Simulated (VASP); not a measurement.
# TaN (P6/mmm) in VASP: a series of runs

The runs below take TaN through single point, with RPBE.

Program: VASP 6.6.1. These are calculated values, not measurements. Logs are shortened: lines on timing, memory, paths and dates and some standing lists are left out, and cuts for length are marked.

## Step 1: The cell of the first run

Symmetry: P6/mmm, No. 191, hexagonal system. The conventional cell has a = 5.191 Å, b = 5.191 Å, c = 2.908 Å, α = 90.00°, β = 90.00°, γ = 120.00°. Within 3.4 Å of Ta (site symmetry 6/mmm) lie 6 N at 2.60 Å and 14 Ta at 2.91 to 3.33 Å. Ta (site symmetry -6m2) has 6 N at 2.09 Å and 5 Ta at 2.91 to 3.00 Å within 3.0 Å. Within 3.0 Å of N (site symmetry mmm) lie 6 Ta at 2.09 to 2.60 Å and 6 N at 2.60 to 2.91 Å.

## Step 2: Single point, RPBE

INCAR

```
PREC = Accurate ; ENCUT = 600
EDIFF = 1E-6 ; ISMEAR = 1
SIGMA = 0.25 ; LREAL = False
LASPH = True ; NELM = 120
ALGO = Normal ; ISIF = 2
LWAVE = False ; LCHARG = False
GGA = RP ; NBANDS = 33
GGA_COMPAT = False
```

KPOINTS

```
regular mesh
0
Gamma
  3 3 4
```

POSCAR

```
TaN
1.0
    5.1910000000      0.0000000000      0.0000000000
   -2.5955000000      4.4955378710      0.0000000000
    0.0000000000      0.0000000000      2.9080000000
Ta N
3 3
Direct
    0.0000000000      0.0000000000      0.0000000000
    0.3333333333      0.6666666667      0.5000000000
    0.6666666667      0.3333333333      0.5000000000
    0.5000000000      0.0000000000      0.0000000000
    0.0000000000      0.5000000000      0.0000000000
    0.5000000000      0.5000000000      0.0000000000
```

Potentials or basis: VASP PAW PBE potentials, release 64 (Ta_pv, N).

The run is started by

```console
cat potpaw_PBE.64/Ta_pv/POTCAR potpaw_PBE.64/N/POTCAR > POTCAR
mpirun -np 1 vasp_std > vasp.out
```

OUTCAR:

```text
PREC = Accurate
   ENCUT = 600
   EDIFF = 1E-6
   ISMEAR = 1
   LREAL = False
   LASPH = True
   NELM = 120
   ISIF = 2
   GGA = RP

 ion  position               nearest neighbor table
   1  0.000  0.000  0.000-   5 2.60   6 2.60   5 2.60   6 2.60   4 2.60   4 2.60   3 3.33   3 3.33
                             2 3.33   2 3.33   2 3.33   3 3.33   2 3.33   3 3.33   2 3.33   3 3.33
   2  0.333  0.667  0.500-   4 2.09   4 2.09   5 2.09   5 2.09   6 2.09   6 2.09   3 3.00   3 3.00
                             3 3.00   1 3.33   1 3.33   1 3.33   1 3.33   1 3.33   1 3.33
   3  0.667  0.333  0.500-   4 2.09   4 2.09   5 2.09   5 2.09   6 2.09   6 2.09   2 3.00   2 3.00
                             2 3.00   1 3.33   1 3.33   1 3.33   1 3.33   1 3.33   1 3.33
   4  0.500  0.000  0.000-   2 2.09   3 2.09   2 2.09   3 2.09   1 2.60   1 2.60
   5  0.000  0.500  0.000-   2 2.09   3 2.09   2 2.09   3 2.09   1 2.60   1 2.60
   6  0.500  0.500  0.000-   2 2.09   3 2.09   2 2.09   3 2.09   1 2.60   1 2.60

  LATTYP: Found a hexagonal cell.
 ALAT       =     5.1910000000
 C/A-ratio  =     0.5602003468

  Lattice vectors:

 A1 = (   5.1910000000,   0.0000000000,   0.0000000000)
 A2 = (  -2.5955000000,   4.4955378710,   0.0000000000)
 A3 = (   0.0000000000,   0.0000000000,   2.9080000000)

Analysis of symmetry for initial positions (statically):
=====================================================================
 Subroutine PRICEL returns:
 Original cell was already a primitive cell.

 Routine SETGRP: Setting up the symmetry group for a
 hexagonal supercell.

 Subroutine GETGRP returns: Found 24 space group operations
 (whereof 24 operations were pure point group operations)
 out of a pool of 24 trial point group operations.

The static configuration has the point symmetry D_6h.

Analysis of symmetry for dynamics (positions and initial velocities):
=====================================================================
 Subroutine PRICEL returns:
 Original cell was already a primitive cell.

 Routine SETGRP: Setting up the symmetry group for a
 hexagonal supercell.

 Subroutine GETGRP returns: Found 24 space group operations
 (whereof 24 operations were pure point group operations)
 out of a pool of 24 trial point group operations.

The dynamic configuration has the point symmetry D_6h.

 Subroutine INISYM returns: Found 24 space group operations
 (whereof 24 operations are pure point group operations),
 and found     1 'primitive' translations

----------------------------------------------------------------------------------------

                                     Primitive cell

  volume of cell :      67.8621

  direct lattice vectors                    reciprocal lattice vectors
     5.191000000  0.000000000  0.000000000     0.192641110  0.111221396  0.000000000
    -2.595500000  4.495537871  0.000000000     0.000000000  0.222442793  0.000000000
     0.000000000  0.000000000  2.908000000     0.000000000  0.000000000  0.343878955

  length of vectors
     5.191000000  5.191000000  2.908000000     0.222442793  0.222442793  0.343878955

  position of ions in fractional coordinates (direct lattice)
     0.000000000  0.000000000  0.000000000
     0.333333333  0.666666667  0.500000000
     0.666666667  0.333333333  0.500000000
     0.500000000  0.000000000  0.000000000
     1.000000000  0.500000000  0.000000000
     0.500000000  0.500000000  0.000000000

  ion indices of the primitive-cell ions
   primitive index   ion index
                 1           1
                 2           2
                 3           3
                 4           4
                 5           5
                 6           6

----------------------------------------------------------------------------------------

 KPOINTS: regular mesh

Automatic generation of k-mesh.
 Grid dimensions read from file:
 generate k-points for:    3    3    4

 Generating k-lattice:

  Cartesian coordinates                     Fractional coordinates (reciprocal lattice)
     0.064213703  0.037073799  0.000000000     0.333333333 -0.000000000  0.000000000
     0.000000000  0.074147598  0.000000000     0.000000000  0.333333333  0.000000000
     0.000000000  0.000000000  0.085969739     0.000000000  0.000000000  0.250000000

  Length of vectors
     0.074147598  0.074147598  0.085969739

  Shift w.r.t. Gamma in fractional coordinates (k-lattice)
     0.000000000  0.000000000  0.000000000

 Subroutine IBZKPT returns following result:
 ===========================================

 Found      9 irreducible k-points:

 Following reciprocal coordinates:
            Coordinates               Weight
  0.000000  0.000000  0.000000      1.000000
  0.333333  0.000000  0.000000      6.000000
  0.333333  0.333333  0.000000      2.000000
  0.000000  0.000000  0.250000      2.000000
  0.333333  0.000000  0.250000     12.000000
  0.333333  0.333333  0.250000      4.000000
  0.000000  0.000000  0.500000      1.000000
  0.333333  0.000000  0.500000      6.000000
  0.333333  0.333333  0.500000      2.000000
   k-points           NKPTS =      9   k-points in BZ     NKDIM =      9   number of bands    NBANDS=     33
   number of dos      NEDOS =    301   number of ions     NIONS =      6
   total plane-waves  NPLWV =  42336
   dimension x,y,z NGX =    42 NGY =   42 NGZ =   24
   dimension x,y,z NGXF=    84 NGYF=   84 NGZF=   48
   ions per type =               3   3
   NGX,Y,Z   is equivalent  to a cutoff of  13.45, 13.45, 13.72 a.u.
   NGXF,Y,Z  is equivalent  to a cutoff of  26.90, 26.90, 27.44 a.u.
 SYSTEM =  unknown system
   PREC   = accura    normal or accurate (medium, high low for compatibility)
   ISTART =      0    job   : 0-new  1-cont  2-samecut
   ICHARG =      2    charge: 1-file 2-atom 10-const
   ISPIN  =      1    spin polarized calculation?
   LNONCOLLINEAR =      F non collinear calculations
   LSORBIT =      F    spin-orbit coupling
   LASPH  =      T    aspherical Exc in radial PAW
   ENCUT  =  600.0 eV  44.10 Ry    6.64 a.u.  10.37 10.37  5.81*2*pi/ulx,y,z
   NELM   =    120;   NELMIN=  2; NELMDL= -5     # of ELM steps
   EDIFF  = 0.1E-05   stopping-criterion for ELM
   LREAL  =      F    real-space projection
   EDIFFG = 0.1E-04   stopping-criterion for IOM
   NSW    =      0    number of steps for IOM
   IBRION =     -1    ionic relax: 0-MD 1-quasi-New 2-CG
   NFREE  =      0    steps in history (QN), initial steepest desc. (CG)
   ISIF   =      2    stress and relaxation
   ISYM   =      2    0-nonsym 1-usesym 2-fastsym
   POTIM  = 0.5000    time-step for ionic-motion
   TEBEG  =    0.0;   TEEND  =   0.0 temperature during run
   PSTRESS=    0.0 pullay stress
   NELECT =      48.0000    total number of electrons
   NUPDOWN=      -1.0000    fix difference up-down
   EMIN   =  10.00;   EMAX   =-10.00  energy-range for DOS
   EFERMI =   0.00;   METHOD = LEGACY
   ISMEAR =     1;   SIGMA  =   0.25  broadening in eV -4-tet -1-fermi 0-gaus
   EFERMI_NEDOS =   21; number of points for ismear=-14 and -15
   IALGO  =     38    algorithm
   IMIX   =      4    mixing-type and parameters
     AMIX     =   0.40;   BMIX     =  1.00
     AMIX_MAG =   1.60;   BMIX_MAG =  1.00
  volume/ion in A,a.u.               =      11.31        76.33
  Fermi-wavevector in a.u.,A,eV,Ry     =   1.458634  2.756418 28.947918  2.127612
  Thomas-Fermi vector in A             =   2.575295
   LORBIT       =      0    0 simple, 1 ext, 2 COOP (PROOUT), +10 PAW based schemes
   GGA     = RP    functional components
   LHFCALC =     F    Hartree Fock is set to
   AEXX    =    0.0000 exact exchange contribution
   IVDW    =     0    specifies the selected vdW correction
   LEPSILON=     F    determine dielectric tensor
   LRPA    =     F    only Hartree local field effects (RPA)
 non-spin polarized calculation
 Methfessel and Paxton  Order N= 1 SIGMA  =   0.25
  energy-cutoff  :      600.00
  volume of cell :       67.86
 maximum number of plane-waves:      2292
 NGX is ok and might be reduce to    42
   NGX = 21   NGY = 21   NGZ = 11

 number of electron      48.0000003 magnetization

 Free energy of the ion-electron system (eV)
  ---------------------------------------------------
  ext. energy  EPLUGINS =         0.00000000
  ---------------------------------------------------
  free energy    TOTEN  =       -61.52113539 eV

  energy without entropy =      -61.53459828  energy(sigma->0) =      -61.52562302

 E-fermi :   7.9858     XC(G=0): -12.9741

 val. band max:        7.8379613601   @ k =   0.3333   0.0000   0.0000
 cond. band min:       8.1472668739   @ k =   0.0000   0.0000   0.2500
 fundamental gap:      0.3093055139
 Fermi energy:         7.9857720269

 k-point     1 :       0.0000    0.0000    0.0000
  band No.  band energies     occupation
      1     -28.0086      2.00000
      2     -28.0086      2.00000
      3     -27.6179      2.00000
      4     -27.6179      2.00000
      5     -27.4261      2.00000
      6     -27.2933      2.00000
[... 25 lines left out ...]
     32      11.5603     -0.00000
     33      11.5603     -0.00000

 k-point     2 :       0.3333    0.0000    0.0000
  band No.  band energies     occupation
      1     -28.0617      2.00000
      2     -27.9452      2.00000
      3     -27.6340      2.00000
      4     -27.5414      2.00000
      5     -27.3974      2.00000
      6     -27.3331      2.00000
[... 25 lines left out ...]
     32      11.8109     -0.00000
     33      11.9077     -0.00000

 k-point     3 :       0.3333    0.3333    0.0000
  band No.  band energies     occupation
      1     -28.0539      2.00000
      2     -27.8224      2.00000
      3     -27.8224      2.00000
      4     -27.5001      2.00000
      5     -27.3591      2.00000
      6     -27.3591      2.00000
[... 25 lines left out ...]
     32      11.6014     -0.00000
     33      11.6014     -0.00000

 k-point     4 :       0.0000    0.0000    0.2500
  band No.  band energies     occupation
      1     -27.9300      2.00000
      2     -27.9300      2.00000
      3     -27.9051      2.00000
      4     -27.7218      2.00000
      5     -27.5354      2.00000
      6     -27.5354      2.00000
[... 25 lines left out ...]
     32      11.7721     -0.00000
     33      11.9821     -0.00000

 k-point     5 :       0.3333    0.0000    0.2500
  band No.  band energies     occupation
      1     -27.9682      2.00000
      2     -27.8860      2.00000
      3     -27.8633      2.00000
      4     -27.7574      2.00000
      5     -27.5741      2.00000
      6     -27.4806      2.00000
[... 25 lines left out ...]
     32      11.9968     -0.00000
     33      12.4650     -0.00000

 k-point     6 :       0.3333    0.3333    0.2500
  band No.  band energies     occupation
      1     -27.9771      2.00000
      2     -27.8385      2.00000
      3     -27.8385      2.00000
      4     -27.7215      2.00000
      5     -27.7215      2.00000
      6     -27.4475      2.00000
[... 25 lines left out ...]
     32      11.5032     -0.00000
     33      13.1025      0.00000

 k-point     7 :       0.0000    0.0000    0.5000
  band No.  band energies     occupation
      1     -28.3465      2.00000
      2     -28.1227      2.00000
      3     -27.8497      2.00000
      4     -27.8497      2.00000
      5     -27.4355      2.00000
      6     -27.4355      2.00000
[... 25 lines left out ...]
     32      12.4219     -0.00000
     33      12.4221     -0.00000

 k-point     8 :       0.3333    0.0000    0.5000
  band No.  band energies     occupation
      1     -28.3123      2.00000
      2     -28.1718      2.00000
      3     -27.8696      2.00000
      4     -27.7836      2.00000
      5     -27.5192      2.00000
      6     -27.4144      2.00000
[... 25 lines left out ...]
     32      12.2257     -0.00000
     33      13.5251      0.00000

 k-point     9 :       0.3333    0.3333    0.5000
  band No.  band energies     occupation
      1     -28.2466      2.00000
      2     -28.2466      2.00000
      3     -27.9025      2.00000
      4     -27.6457      2.00000
      5     -27.6457      2.00000
      6     -27.3941      2.00000
[... 25 lines left out ...]
     32      12.4554     -0.00000
     33      14.8075      0.00000

------------------------ aborting loop because EDIFF is reached ----------------------------------------

  FORCE on cell =-STRESS in cart. coord.  units (eV):
  Direction    XX          YY          ZZ          XY          YZ          ZX
  --------------------------------------------------------------------------------------
  -------------------------------------------------------------------------------------
  Total        5.0704263      5.0704263      8.6618072      0.0000000      0.0000000      0.0000000
  in kB      119.7093206    119.7093206    204.4993839      0.0000000      0.0000000      0.0000000
  external PRESSURE =     147.9726751 kB  Pullay stress =       0.0000000 kB

 VOLUME and BASIS-vectors are now :
 -----------------------------------------------------------------------------
  energy-cutoff  :      600.00
  volume of cell :       67.86
      direct lattice vectors                 reciprocal lattice vectors
     5.191000000  0.000000000  0.000000000     0.192641110  0.111221396  0.000000000
    -2.595500000  4.495537871  0.000000000     0.000000000  0.222442793  0.000000000
     0.000000000  0.000000000  2.908000000     0.000000000  0.000000000  0.343878955

 POSITION                                       TOTAL-FORCE (eV/Angst)
 -----------------------------------------------------------------------------------
      0.00000      0.00000      0.00000         0.000000      0.000000      0.000000
     -0.00000      2.99703      1.45400         0.000000     -0.000000      0.000000
      2.59550      1.49851      1.45400        -0.000000      0.000000      0.000000
      2.59550      0.00000      0.00000         0.000000      0.000000      0.000000
     -1.29775      2.24777      0.00000         0.000000      0.000000      0.000000
      1.29775      2.24777      0.00000         0.000000      0.000000      0.000000
 -----------------------------------------------------------------------------------
    total drift:                                0.000000      0.000000     -0.000000

  FREE ENERGIE OF THE ION-ELECTRON SYSTEM (eV)
  ---------------------------------------------------
  free  energy   TOTEN  =       -61.5211353909 eV

  energy  without entropy=      -61.5345982788  energy(sigma->0) =      -61.52562302
```

Run time: 19 s. Hardware: 1 thread of Intel Xeon Platinum 8488C (Sapphire Rapids), shared host; peak memory 0.19 GiB.

Results:

* Free energy: -61.5211 eV
* Pressure: 14.8 GPa
* Band gap on the k mesh: zero (bands 24 and 25 overlap by 2.13 eV)

Stress tensor (GPa, compression positive):
```
11.97  0.00  0.00
 0.00 11.97  0.00
 0.00  0.00 20.45
```

Caveat: the k points lie up to 0.54 Å⁻¹ apart, too coarse for converged energies and pressures of a metal; so wide a smearing shifts energies and pressures; the PAW data sets were made with another functional, which shifts forces and pressure a little; spin-orbit coupling is left out, which moves the levels of the heavy elements.

## Step 3: Single point, RPBE

INCAR

```
SYSTEM = TaN
ALGO     = Normal         ! electronic algorithm
EDIFF    = 1E-6           ! SCF threshold, eV
ENCUT    = 600            ! plane-wave cutoff, eV
GGA      = RP             ! functional
GGA_COMPAT= .FALSE.      
ISIF     = 2              ! what is computed and relaxed
ISMEAR   = 1              ! smearing method
LASPH    = .TRUE.         ! aspherical terms in the spheres
LCHARG   = .FALSE.        ! write CHGCAR
LREAL    = .FALSE.        ! projectors in reciprocal space
LWAVE    = .FALSE.        ! write WAVECAR
NBANDS   = 33             ! bands
NELM     = 120            ! most SCF steps
PREC     = Accurate       ! precision mode
SIGMA    = 0.15           ! smearing width, eV
```

KPOINTS

```
k-points
0
G
  3 3 4
  0 0 0
```

POSCAR is that of step 2.

Potentials or basis: VASP PAW PBE potentials, release 64 (Ta_pv, N).

The run is started by

```console
cat potpaw_PBE.64/Ta_pv/POTCAR potpaw_PBE.64/N/POTCAR > POTCAR
mpirun -np 1 vasp_std > vasp.out
```

Run time: 22 s. Hardware: 1 thread of Intel Xeon Platinum 8488C (Sapphire Rapids), shared host; peak memory 0.19 GiB.

It converged, with:

```yaml
Free_energy: -61.5267 eV
Pressure: 14.8 GPa
Band_gap_on_the_k_mesh: zero (bands 24 and 25 overlap by 2.13 eV)
```

Stress tensor (GPa, compression positive):
```
12.12  0.00  0.00
 0.00 12.12  0.00
 0.00  0.00 20.20
```

Levels at points of the mesh, in eV from the Fermi level:
```
           k point  band 20  band 21  band 22  band 23  band 24  band 25  band 26  band 27  band 28  band 29
(0.00, 0.00, 0.00)    -2.67    -2.67    -2.12    -1.70    -0.88    -0.88     1.17     1.17     1.65     2.51
(0.00, 0.00, 0.50)    -3.37    -2.74    -2.74    -1.54     1.25     1.25     1.82     2.21     2.88     2.88
```

Caveat: the k points lie up to 0.54 Å⁻¹ apart, too coarse for converged energies and pressures of a metal; the PAW data sets were made with another functional, which shifts forces and pressure a little; spin-orbit coupling is left out, which moves the levels of the heavy elements.

## Step 4: Single point, RPBE

INCAR

```
SYSTEM = TaN
PREC     = Accurate       ! precision mode
ENCUT    = 600            ! plane-wave cutoff, eV
EDIFF    = 1E-6           ! SCF threshold, eV
ISMEAR   = 1              ! smearing method
SIGMA    = 0.1            ! smearing width, eV
LREAL    = .FALSE.        ! projectors in reciprocal space
LASPH    = .TRUE.         ! aspherical terms in the spheres
NELM     = 120            ! most SCF steps
ALGO     = Normal         ! electronic algorithm
ISIF     = 2              ! what is computed and relaxed
LWAVE    = .FALSE.        ! write WAVECAR
LCHARG   = .TRUE.         ! write CHGCAR
GGA      = RP             ! functional
LELF     = .TRUE.         ! ELF
LVHAR    = .TRUE.       
NBANDS   = 33             ! bands
GGA_COMPAT= .FALSE.
```

KPOINTS

```
regular mesh
0
G
  3 3 4
  0 0 0
```

POSCAR is that of step 3.

The run is started by

```console
cat potpaw_PBE.64/Ta_pv/POTCAR potpaw_PBE.64/N/POTCAR > POTCAR
mpirun -np 1 vasp_std > vasp.out
```

Run time: 24 s. Hardware: 1 thread of Intel Xeon Platinum 8488C (Sapphire Rapids), shared host; peak memory 0.19 GiB.

It converged, with:

```yaml
Free_energy: -61.5287 eV
Pressure: 14.8 GPa
Band_gap_on_the_k_mesh: zero (bands 24 and 25 overlap by 2.13 eV)
```

Stress tensor (GPa, compression positive):
```
12.13  0.00  0.00
 0.00 12.13  0.00
 0.00  0.00 20.18
```

Levels at points of the mesh, in eV from the Fermi level:
```csv
k point,band 21,band 22,band 23,band 24,band 25,band 26,band 27,band 28
"(0.00, 0.00, 0.00)",-2.63,-2.09,-1.66,-0.84,-0.84,1.21,1.21,1.69
"(0.00, 0.00, 0.50)",-2.71,-2.71,-1.50,1.29,1.29,1.86,2.24,2.91
```

Caveat: the k points lie up to 0.54 Å⁻¹ apart, too coarse for converged energies and pressures of a metal; the PAW data sets were made with another functional, which shifts forces and pressure a little; spin-orbit coupling is left out, which moves the levels of the heavy elements.

## Step 5: Single point, RPBE

INCAR

```
  ALGO = Normal
  EDIFF = 1E-6
  ENCUT = 600
  GGA = RP
  GGA_COMPAT = False
  ISIF = 2
  ISMEAR = 1
  LASPH = True
  LCHARG = False
  LREAL = False
  LWAVE = False
  NBANDS = 33
  NELM = 120
  PREC = Accurate
  SIGMA = 0.0402
```

KPOINTS

```
k-points
0
Gamma
  3 3 4
```

POSCAR is that of step 4.

The run is started by

```console
cat potpaw_PBE.64/Ta_pv/POTCAR potpaw_PBE.64/N/POTCAR > POTCAR
mpirun -np 1 vasp_std > vasp.out
```

Wall time 23 s (1 thread of Intel Xeon Platinum 8488C (Sapphire Rapids), shared host); peak memory 0.19 GiB.

Results (log left out):

| Quantity | Value |
| --- | --- |
| Free energy | -61.5301 eV |
| Pressure | 14.8 GPa |
| Band gap on the k mesh | zero (bands 24 and 25 overlap by 2.13 eV) |

Stress tensor (GPa, compression positive):
```
12.13  0.00  0.00
 0.00 12.13  0.00
 0.00  0.00 20.19
```

Levels at points of the mesh, in eV from the Fermi level:
```csv
k point,band 21,band 22,band 23,band 24,band 25,band 26,band 27,band 28
"(0.00, 0.00, 0.00)",-2.59,-2.04,-1.62,-0.80,-0.80,1.25,1.25,1.73
"(0.00, 0.00, 0.50)",-2.66,-2.66,-1.46,1.33,1.33,1.90,2.29,2.96
```

Caveat: the k points lie up to 0.54 Å⁻¹ apart, too coarse for converged energies and pressures of a metal; the PAW data sets were made with another functional, which shifts forces and pressure a little; spin-orbit coupling is left out, which moves the levels of the heavy elements.

(Continued in part 2 of 2.)

The gap in the log of VASP goes by the Fermi energy; the results here count the filled bands.